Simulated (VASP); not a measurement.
# BAs (F-43m) in VASP: a series of runs, part 2 of 2

VASP 6.6.1.

## (5) Single point, revPBE+D3(BJ)

This run uses another cell than the first one, of 13.32 Å³/atom, 0.978 times its volume.

INCAR

```
PREC     = Accurate       # precision mode
ENCUT    = 520            # plane-wave cutoff, eV
EDIFF    = 1E-6           # SCF threshold, eV
ISMEAR   = -1             # smearing method
SIGMA    = 0.05           # smearing width, eV
LREAL    = False          # projectors in reciprocal space
LASPH    = True           # aspherical terms in the spheres
NELM     = 100            # most SCF steps
ALGO     = Normal         # electronic algorithm
ISIF     = 2              # what is computed and relaxed
LWAVE    = False          # write WAVECAR
LCHARG   = False          # write CHGCAR
GGA      = RE             # functional
IVDW     = 12             # dispersion correction
NBANDS   = 11             # bands
```

KPOINTS

```
regular mesh
0
Gamma
  10 10 10
```

POSCAR

```
BAs
1.0
    0.0000000000      2.3707272765      2.3707272765
    2.3707272765      0.0000000000      2.3707272765
    2.3707272765      2.3707272765      0.0000000000
As B
1 1
Direct
    0.7500000000      0.7500000000      0.7500000000
    0.0000000000      0.0000000000      0.0000000000
```

Potentials or basis: VASP PAW PBE potentials, release 64 (As, B).

Started as:

```
$ cat potpaw_PBE.64/As/POTCAR potpaw_PBE.64/B/POTCAR > POTCAR
$ mpirun -np 1 vasp_std > vasp.out
```

OUTCAR:

```text
PREC = Accurate
   ENCUT = 520
   EDIFF = 1E-6
   ISMEAR = -1
   LREAL = False
   LASPH = True
   NELM = 100
   ISIF = 2
   GGA = RE
   IVDW = 12
 IVDW          = 12

 ion  position               nearest neighbor table
   1  0.750  0.750  0.750-   2 2.05   2 2.05   2 2.05   2 2.05
   2  0.000  0.000  0.000-   1 2.05   1 2.05   1 2.05   1 2.05

  LATTYP: Found a face centered cubic cell.
 ALAT       =     4.7414545530

  Lattice vectors:

 A1 = (   0.0000000000,   2.3707272765,   2.3707272765)
 A2 = (   2.3707272765,   0.0000000000,   2.3707272765)
 A3 = (   2.3707272765,   2.3707272765,   0.0000000000)

Analysis of symmetry for initial positions (statically):
=====================================================================
 Subroutine PRICEL returns:
 Original cell was already a primitive cell.

 Routine SETGRP: Setting up the symmetry group for a
 face centered cubic supercell.

 Subroutine GETGRP returns: Found 24 space group operations
 (whereof 24 operations were pure point group operations)
 out of a pool of 48 trial point group operations.

The static configuration has the point symmetry T_d .

Analysis of symmetry for dynamics (positions and initial velocities):
=====================================================================
 Subroutine PRICEL returns:
 Original cell was already a primitive cell.

 Routine SETGRP: Setting up the symmetry group for a
 face centered cubic supercell.

 Subroutine GETGRP returns: Found 24 space group operations
 (whereof 24 operations were pure point group operations)
 out of a pool of 48 trial point group operations.

The dynamic configuration has the point symmetry T_d .

 Subroutine INISYM returns: Found 24 space group operations
 (whereof 24 operations are pure point group operations),
 and found     1 'primitive' translations

----------------------------------------------------------------------------------------

                                     Primitive cell

  volume of cell :      26.6486

  direct lattice vectors                    reciprocal lattice vectors
     0.000000000  2.370727276  2.370727276    -0.210905744  0.210905744  0.210905744
     2.370727276  0.000000000  2.370727276     0.210905744 -0.210905744  0.210905744
     2.370727276  2.370727276  0.000000000     0.210905744  0.210905744 -0.210905744

  length of vectors
     3.352714667  3.352714667  3.352714667     0.365299464  0.365299464  0.365299464

  position of ions in fractional coordinates (direct lattice)
     0.750000000  0.750000000  0.750000000
     0.000000000  0.000000000  0.000000000

  ion indices of the primitive-cell ions
   primitive index   ion index
                 1           1
                 2           2

----------------------------------------------------------------------------------------

 KPOINTS: regular mesh

Automatic generation of k-mesh.
 Grid dimensions read from file:
 generate k-points for:   10   10   10

 Generating k-lattice:

  Cartesian coordinates                     Fractional coordinates (reciprocal lattice)
    -0.021090574  0.021090574  0.021090574     0.100000000  0.000000000  0.000000000
     0.021090574 -0.021090574  0.021090574     0.000000000  0.100000000  0.000000000
     0.021090574  0.021090574 -0.021090574     0.000000000  0.000000000  0.100000000

  Length of vectors
     0.036529946  0.036529946  0.036529946

  Shift w.r.t. Gamma in fractional coordinates (k-lattice)
     0.000000000  0.000000000  0.000000000

 Subroutine IBZKPT returns following result:
 ===========================================

 Found     47 irreducible k-points:

 Following reciprocal coordinates:
            Coordinates               Weight
  0.000000  0.000000  0.000000      1.000000
  0.100000  0.000000  0.000000      8.000000
  0.200000  0.000000  0.000000      8.000000
  0.300000  0.000000  0.000000      8.000000
  0.400000  0.000000  0.000000      8.000000
  0.500000  0.000000  0.000000      4.000000
[... 16 lines left out ...]
  0.300000  0.300000  0.000000      6.000000
  0.400000  0.300000  0.000000     24.000000
 [... further k-points ...]
   k-points           NKPTS =     47   k-points in BZ     NKDIM =     47   number of bands    NBANDS=     11
   number of dos      NEDOS =    301   number of ions     NIONS =      2
   total plane-waves  NPLWV =  21952
   dimension x,y,z NGX =    28 NGY =   28 NGZ =   28
   dimension x,y,z NGXF=    56 NGYF=   56 NGZF=   56
   ions per type =               1   1
   NGX,Y,Z   is equivalent  to a cutoff of  13.88, 13.88, 13.88 a.u.
   NGXF,Y,Z  is equivalent  to a cutoff of  27.77, 27.77, 27.77 a.u.
 SYSTEM =  unknown system
   PREC   = accura    normal or accurate (medium, high low for compatibility)
   ISTART =      0    job   : 0-new  1-cont  2-samecut
   ICHARG =      2    charge: 1-file 2-atom 10-const
   ISPIN  =      1    spin polarized calculation?
   LNONCOLLINEAR =      F non collinear calculations
   LSORBIT =      F    spin-orbit coupling
   LASPH  =      T    aspherical Exc in radial PAW
   ENCUT  =  520.0 eV  38.22 Ry    6.18 a.u.   6.23  6.23  6.23*2*pi/ulx,y,z
   NELM   =    100;   NELMIN=  2; NELMDL= -5     # of ELM steps
   EDIFF  = 0.1E-05   stopping-criterion for ELM
   LREAL  =      F    real-space projection
   EDIFFG = 0.1E-04   stopping-criterion for IOM
   NSW    =      0    number of steps for IOM
   IBRION =     -1    ionic relax: 0-MD 1-quasi-New 2-CG
   NFREE  =      0    steps in history (QN), initial steepest desc. (CG)
   ISIF   =      2    stress and relaxation
   ISYM   =      2    0-nonsym 1-usesym 2-fastsym
   POTIM  = 0.5000    time-step for ionic-motion
   TEBEG  =    0.0;   TEEND  =   0.0 temperature during run
   PSTRESS=    0.0 pullay stress
   NELECT =       8.0000    total number of electrons
   NUPDOWN=      -1.0000    fix difference up-down
   EMIN   =  10.00;   EMAX   =-10.00  energy-range for DOS
   EFERMI =   0.00;   METHOD = LEGACY
   ISMEAR =    -1;   SIGMA  =   0.05  broadening in eV -4-tet -1-fermi 0-gaus
   EFERMI_NEDOS =   21; number of points for ismear=-14 and -15
   IALGO  =     38    algorithm
   IMIX   =      4    mixing-type and parameters
     AMIX     =   0.40;   BMIX     =  1.00
     AMIX_MAG =   1.60;   BMIX_MAG =  1.00
  volume/ion in A,a.u.               =      13.32        89.92
  Fermi-wavevector in a.u.,A,eV,Ry     =   1.096175  2.071470 16.348756  1.201600
  Thomas-Fermi vector in A             =   2.232512
   LORBIT       =      0    0 simple, 1 ext, 2 COOP (PROOUT), +10 PAW based schemes
   GGA     = RE    functional components
   LHFCALC =     F    Hartree Fock is set to
   AEXX    =    0.0000 exact exchange contribution
   IVDW    =    12    specifies the selected vdW correction
   LEPSILON=     F    determine dielectric tensor
   LRPA    =     F    only Hartree local field effects (RPA)
 non-spin polarized calculation
  energy-cutoff  :      520.00
  volume of cell :       26.65
 maximum number of plane-waves:       728
 NGX is ok and might be reduce to    28
   NGX = 13   NGY = 13   NGZ = 13

 number of electron       8.0000000 magnetization

 Free energy of the ion-electron system (eV)
  ---------------------------------------------------
  ext. energy  EPLUGINS =         0.00000000
  ---------------------------------------------------
  free energy    TOTEN  =       -10.82183621 eV

  energy without entropy =      -10.82183612  energy(sigma->0) =      -10.82183616

 E-fermi :   7.0232     XC(G=0): -10.6242

 val. band max:        6.4556094666   @ k =   0.0000   0.0000   0.0000
 cond. band min:       7.6254740326   @ k =   0.4000   0.4000   0.0000
 fundamental gap:      1.1698645660
 Fermi energy:         7.0232187319

 k-point     1 :       0.0000    0.0000    0.0000
  band No.  band energies     occupation
      1      -9.1591      2.00000
      2       6.4556      1.99998
      3       6.4556      1.99998
      4       6.4556      1.99998
      5       9.7584      0.00000
      6       9.7584      0.00000
      7       9.7584      0.00000
      8      11.4452      0.00000
      9      16.2482      0.00000
     10      19.4458      0.00000
     11      19.4458      0.00000
[... 309 lines left out ...]
 k-point    24 :       0.4000    0.3000    0.0000
  band No.  band energies     occupation
      1      -6.4488      2.00000
      2      -0.0809      2.00000
      3       2.3813      2.00000
      4       2.8818      2.00000
      5       8.1564      0.00000
      6       9.8787      0.00000
      7      15.4787      0.00000
      8      15.6943      0.00000
      9      18.7769      0.00000
     10      22.4402      0.00000
     11      22.6262      0.00000

 [... further k-points ...]

------------------------ aborting loop because EDIFF is reached ----------------------------------------

 Edisp (eV)   -1.33268

 E8    (eV) :    -0.8967

  FORCE on cell =-STRESS in cart. coord.  units (eV):
  Direction    XX          YY          ZZ          XY          YZ          ZX
  --------------------------------------------------------------------------------------
  -------------------------------------------------------------------------------------
  Total       0.12331     0.12331     0.12331     0.00000    -0.00000     0.00000
  in kB       7.41348     7.41348     7.41348     0.00000    -0.00000     0.00000
  external pressure =        7.41 kB  Pullay stress =        0.00 kB

 VOLUME and BASIS-vectors are now :
 -----------------------------------------------------------------------------
  energy-cutoff  :      520.00
  volume of cell :       26.65
      direct lattice vectors                 reciprocal lattice vectors
     0.000000000  2.370727276  2.370727276    -0.210905744  0.210905744  0.210905744
     2.370727276  0.000000000  2.370727276     0.210905744 -0.210905744  0.210905744
     2.370727276  2.370727276  0.000000000     0.210905744  0.210905744 -0.210905744

 POSITION                                       TOTAL-FORCE (eV/Angst)
 -----------------------------------------------------------------------------------
      3.55609      3.55609      3.55609        -0.000000     -0.000000     -0.000000
      0.00000      0.00000      0.00000         0.000000      0.000000      0.000000
 -----------------------------------------------------------------------------------
    total drift:                                0.000000      0.000000      0.000000

  FREE ENERGIE OF THE ION-ELECTRON SYSTEM (eV)
  ---------------------------------------------------
  free  energy   TOTEN  =       -12.1545195300 eV

  energy  without entropy=      -12.1545194380  energy(sigma->0) =      -12.15451948
```

Wall time 25 s (1 thread of Intel Xeon Platinum 8259CL at 2.50GHz (Skylake/Cascade Lake), shared host); peak memory 0.17 GiB.

What came out:

- Free energy: -12.1545 eV
- Pressure: 0.7 GPa
- Band gap on the k mesh: 1.17 eV, indirect (least direct gap 3.30 eV)
- Dispersion energy per atom: -0.666 eV

Caveat: the PAW data sets were made with another functional, which shifts forces and pressure a little. A k mesh can miss the band edges.

## (6) Single point, BLYP

INCAR

```
AGGAC = 1.0
AGGAX = 1.0
ALDAC = 0.0
ALDAX = 1.0
ALGO = Normal
EDIFF = 1E-7
ENCUT = 520
GGA = B5
ISIF = 2
ISMEAR = -1
LASPH = T
LCHARG = F
LREAL = F
LWAVE = F
NBANDS = 11
NELM = 100
PREC = Accurate
SIGMA = 0.05
```

KPOINTS

```
k-points
0
Gamma
  10 10 10
```

POSCAR

```
BAs
1.0
    0.0000000000      2.3885000000      2.3885000000
    2.3885000000      0.0000000000      2.3885000000
    2.3885000000      2.3885000000      0.0000000000
As B
1 1
Direct
    0.7500000000      0.7500000000      0.7500000000
    0.0000000000      0.0000000000      0.0000000000
```

Potentials or basis: VASP PAW PBE potentials, release 64 (As, B).

Started as:

```
$ cat potpaw_PBE.64/As/POTCAR potpaw_PBE.64/B/POTCAR > POTCAR
$ mpirun -np 1 vasp_std > vasp.out
```

OUTCAR:

```text
EDIFF = 1E-7
   ENCUT = 520
   GGA = B5
   ISIF = 2
   ISMEAR = -1
   LASPH = T
   LREAL = F
   NELM = 100
   PREC = Accurate

 ion  position               nearest neighbor table
   1  0.750  0.750  0.750-   2 2.07   2 2.07   2 2.07   2 2.07
   2  0.000  0.000  0.000-   1 2.07   1 2.07   1 2.07   1 2.07

  LATTYP: Found a face centered cubic cell.
 ALAT       =     4.7770000000

  Lattice vectors:

 A1 = (   0.0000000000,   2.3885000000,   2.3885000000)
[... 512 lines left out ...]
      5       8.4145      0.00000
      6      10.1387      0.00000
      7      15.3699      0.00000
      8      15.5933      0.00000
      9      18.5875      0.00000
     10      22.5098      0.00000
     11      22.5911      0.00000

 [... further k-points ...]
[... 5 lines left out ...]
  --------------------------------------------------------------------------------------
  -------------------------------------------------------------------------------------
  Total        1.4777273      1.4777273      1.4777273     -0.0000000     -0.0000000     -0.0000000
  in kB       86.8758672     86.8758672     86.8758672     -0.0000000     -0.0000000     -0.0000000
  external PRESSURE =      86.8758672 kB  Pullay stress =       0.0000000 kB

 VOLUME and BASIS-vectors are now :
 -----------------------------------------------------------------------------
  energy-cutoff  :      520.00
  volume of cell :       27.25
      direct lattice vectors                 reciprocal lattice vectors
     0.000000000  2.388500000  2.388500000    -0.209336404  0.209336404  0.209336404
     2.388500000  0.000000000  2.388500000     0.209336404 -0.209336404  0.209336404
     2.388500000  2.388500000  0.000000000     0.209336404  0.209336404 -0.209336404

 POSITION                                       TOTAL-FORCE (eV/Angst)
 -----------------------------------------------------------------------------------
      3.58275      3.58275      3.58275         0.000000     -0.000000     -0.000000
      0.00000      0.00000      0.00000        -0.000000      0.000000      0.000000
 -----------------------------------------------------------------------------------
    total drift:                                0.000000      0.000000      0.000000

  FREE ENERGIE OF THE ION-ELECTRON SYSTEM (eV)
  ---------------------------------------------------
  free  energy   TOTEN  =       -10.0232160672 eV

  energy  without entropy=      -10.0232160568  energy(sigma->0) =      -10.02321606
```

OSZICAR:

```text
N       E                     dE             d eps       ncg     rms          rms(c)
DAV:   1     0.144818316485E+02    0.14482E+02   -0.38999E+03  1034   0.652E+02
DAV:   2    -0.100029419307E+02   -0.24485E+02   -0.23538E+02  1427   0.106E+02
DAV:   3    -0.107656077947E+02   -0.76267E+00   -0.76092E+00  1299   0.175E+01
DAV:   4    -0.107677909506E+02   -0.21832E-02   -0.21830E-02  1167   0.108E+00
DAV:   5    -0.107677947104E+02   -0.37598E-05   -0.37595E-05  1234   0.478E-02    0.502E+00
DAV:   6    -0.101015145315E+02    0.66628E+00   -0.19279E+00  1103   0.571E+00    0.237E+00
DAV:   7    -0.100315933572E+02    0.69921E-01   -0.20861E-01  1204   0.235E+00    0.101E+00
DAV:   8    -0.100228167280E+02    0.87766E-02   -0.32623E-02  1195   0.102E+00    0.122E-01
DAV:   9    -0.100231003294E+02   -0.28360E-03   -0.88678E-04  1162   0.184E-01    0.783E-02
DAV:  10    -0.100232138192E+02   -0.11349E-03   -0.18489E-04  1084   0.967E-02    0.166E-02
DAV:  11    -0.100232162775E+02   -0.24584E-05   -0.30545E-06  1262   0.135E-02    0.135E-02
DAV:  12    -0.100232160272E+02    0.25031E-06   -0.17381E-06  1103   0.669E-03    0.310E-03
DAV:  13    -0.100232160672E+02   -0.40004E-07   -0.53436E-08   833   0.168E-03
   1 F= -.10023216E+02 E0= -.10023216E+02  d E =-.104390E-07
```

stdout:

```text
POSCAR found type information on POSCAR AsB
 POSCAR found :  2 types and       2 ions
 scaLAPACK will be used
 -----------------------------------------------------------------------------
|                                                                             |
|                                                                             |
|     You enforced a specific xc type in the INCAR file but a different       |
|     I HOPE YOU KNOW WHAT YOU ARE DOING!                                     |
|                                                                             |
 -----------------------------------------------------------------------------

 LDA part: xc-table for (Slater(with rela. corr.)+VWN5), standard interpolation
 POSCAR, INCAR and KPOINTS ok, starting setup
 FFT: planning ... GRIDC
 FFT: planning ... GRID_SOFT
 FFT: planning ... GRID
 WAVECAR not read
 entering main loop
```

It took 29 s on 1 thread of Intel Xeon Platinum 8259CL at 2.50GHz (Skylake/Cascade Lake), shared host; peak memory 0.16 GiB.

What came out:

```yaml
Free_energy: -10.0232 eV
Pressure: 8.7 GPa
Band_gap_on_the_k_mesh: 1.41 eV, indirect (least direct gap 3.37 eV)
```

Caveat: the PAW data sets were made with another functional, which shifts forces and pressure a little. A k mesh can miss the band edges.

## (7) The runs side by side

```tsv
level	spin	cell	k mesh	smearing	gap on the mesh (eV)	pressure (GPa)
PBE	off	a = 3.378 Å, angles 60.0°, 2 atoms	5 × 5 × 5	fermi-dirac 0.03 eV	1.17	3.6
RPBE+D3(BJ)	collinear, ferromagnetic start	a = 3.378 Å, angles 60.0°, 2 atoms	10 × 10 × 10	methfessel-paxton 0.1 eV	1.21	-12.7
PBE+D4	off	a = 3.364 Å, angles 60.0°, 2 atoms	10 × 10 × 10	fermi-dirac 0.05 eV	1.16	0.7
revPBE+D3(BJ)	off	a = 3.353 Å, angles 60.0°, 2 atoms	10 × 10 × 10	fermi-dirac 0.05 eV	1.17	0.7
BLYP	off	a = 3.378 Å, angles 60.0°, 2 atoms	10 × 10 × 10	fermi-dirac 0.05 eV	1.41	8.7
```

Alike in all rows: task single point; potentials or basis VASP PAW PBE potentials, release 64 (As, B); cutoff (eV) 520.

Caveats: some runs use coarse meshes; the PAW data sets were made with another functional, which shifts forces and pressure a little (some runs).

Absolute energies hang on the potentials; compare differences alone.
